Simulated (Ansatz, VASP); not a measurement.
## Two plane-wave programs on Ca

```
Ca
1.0
     0.00000    2.76271    2.76271
     2.76271    0.00000    2.76271
     2.76271    2.76271    0.00000
Ca
1
Direct
  0.00000 0.00000 0.00000
```

Alike in both runs: task single point; functional PBE; k mesh 10 × 10 × 10; occupations gaussian, width 0.3 eV; no spin polarisation.

```csv
,VASP,Ansatz
version,VASP 6.6.1,Ansatz 0.2.0
potentials or method,"VASP PAW PBE potentials, release 64 (Ca_sv), cutoff 520 eV","plane waves (420 eV) with PAW, scalar-relativistic"
valence electrons in the cell,10,10
```

|  | VASP | Ansatz | Ansatz less VASP |
| --- | --- | --- | --- |
| pressure (GPa) | 0.0 | 0.0 | 0.00 |

With one functional, cell and mesh, what is left measures potentials, basis and numerics.
